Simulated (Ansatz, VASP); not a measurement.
**One calculation of BaTiO3, two programs**

Contents of INCAR:

```
ALGO = Normal ; EDIFF = 1E-7
ENCUT = 520 ; GGA = PE
ISIF = 2 ; ISMEAR = -1
LASPH = T ; LCHARG = F
LREAL = F ; LWAVE = F
NBANDS = 51 ; NELM = 60
PREC = Accurate ; SIGMA = 0.05
```

KPOINTS

```
k-points
0
Gamma
  3 2 2
```

The input POSCAR:

```
BaTiO3
1.0
   -2.8276681600     -1.6325549700     -2.3177316100
    2.8276681600     -4.8976649200      0.0000000000
   -2.8276681600     -1.6325549700      4.6354632200
Ba Ti O
2 2 6
Direct
    0.0157454600      0.9951067300      0.9732589900
    0.9842545400      0.5048932700      0.5267410100
    0.5038597100      0.9895382000      0.5036220000
    0.4681402900      0.5104618000      0.0243780000
    0.5305500000      0.2316233900      0.7331572700
    0.4862500000      0.7582766100      0.2399427300
    0.4792171100      0.7573442300      0.7334846100
    0.5375828900      0.2527557700      0.2396153900
    0.9908878400      0.0289311200      0.4795032700
    0.0461121600      0.4710688800      0.0036967300
```

input.yaml

```yaml
crystal:
  lattice:
    - [-2.82766816, -1.63255497, -2.31773161]
    - [2.82766816, -4.89766492, 0.0]
    - [-2.82766816, -1.63255497, 4.63546322]
  atoms:
    - { symbol: Ba, position: [0.01574546, 0.99510673, 0.97325899] }
    - { symbol: Ba, position: [0.98425454, 0.50489327, 0.52674101] }
    - { symbol: Ti, position: [0.50385971, 0.9895382, 0.503622] }
    - { symbol: Ti, position: [0.46814029, 0.5104618, 0.024378] }
    - { symbol: O, position: [0.53055, 0.23162339, 0.73315727] }
    - { symbol: O, position: [0.48625, 0.75827661, 0.23994273] }
    - { symbol: O, position: [0.47921711, 0.75734423, 0.73348461] }
    - { symbol: O, position: [0.53758289, 0.25275577, 0.23961539] }
    - { symbol: O, position: [0.99088784, 0.02893112, 0.47950327] }
    - { symbol: O, position: [0.04611216, 0.47106888, 0.00369673] }
hamiltonian:
  xc: pbe
  pseudopotentials: { kind: paw }
kpoints:
  mp_grid: { grid: [3, 2, 2] }
scf:
  occupations: { method: fermi_dirac, width: 0.05 }
output:
  forces: true
  stress: true
  eigenvalues: true
```

Alike in both runs: task single point; functional PBE; k mesh 3 × 2 × 2; occupations fermi-dirac, width 0.05 eV; no spin polarisation.

|  | VASP | Ansatz |
| --- | --- | --- |
| version | VASP 6.6.1 | Ansatz 0.2.0 |
| potentials or method | VASP PAW PBE potentials, release 64 (Ba_sv, Ti_sv, O) | Ansatz PAW |
| plane-wave cutoff (eV) | 520 | 420 |
| valence electrons in the cell | 80 | 80 |

```csv
,VASP,Ansatz,Ansatz less VASP
gap on the k mesh at the Fermi level (eV),2.31,2.34,+0.026
least direct gap on the mesh (eV),2.32,2.34,+0.018
pressure (GPa),10.6,8.7,-1.93
"traceless stress, the component that is largest in VASP (GPa)",1.72,1.67,-0.047
rms of the force components (eV/Å),1.133,1.100,-0.0329
```

Atom by atom the forces differ by 0.053 eV/Å (rms over components).

The k mesh is coarse, so the values compare programs but aren't converged. Spin-orbit coupling is off throughout. Noted on Ansatz's run: odd divisions of the mesh miss points on the zone boundary, where band edges often lie, so the gap on the mesh can be too wide.
